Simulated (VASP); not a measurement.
Here is a VASP 6.6.1 calculation.

File INCAR:

```
PREC     = Accurate       # precision mode
ENCUT    = 520            # plane-wave cutoff, eV
EDIFF    = 1E-6           # SCF threshold, eV
ISMEAR   = -1             # smearing method
SIGMA    = 0.1            # smearing width, eV
LREAL    = F              # projectors in reciprocal space
LASPH    = T              # aspherical terms in the spheres
NELM     = 100            # most SCF steps
ALGO     = Normal         # electronic algorithm
ISIF     = 2              # what is computed and relaxed
LWAVE    = F              # write WAVECAR
LCHARG   = T              # write CHGCAR
GGA      = B5             # functional
ALDAX    = 1.0          
AGGAX    = 1.0          
AGGAC    = 1.0          
ALDAC    = 0.0          
LELF     = T              # ELF
LVHAR    = T            
NBANDS   = 14             # bands
```

The input KPOINTS:

```
Automatic mesh
0
Gamma
  9 9 5
```

File POSCAR:

```
TiAl
1.0
    2.8672620000      0.0000000000      0.0000000000
   -1.4336310000      2.4831220000      0.0000000000
    0.0000000000      0.0000000000      4.6780830000
Ti Al
1 1
Direct
    0.0000000000      0.0000000000      0.0000000000
    0.3333333333      0.6666666667      0.5000000000
```

Potentials or basis: VASP PAW PBE potentials, release 64 (Ti_sv, Al).

Run with:

```bash
$ cat potpaw_PBE.64/Ti_sv/POTCAR potpaw_PBE.64/Al/POTCAR > POTCAR
$ mpirun -np 1 vasp_std > vasp.out
```

(1) What does it give for the pressure?

## Answers

(1) 3.4 GPa.

Caveat: the PAW data sets were made with another functional, which shifts forces and pressure a little.
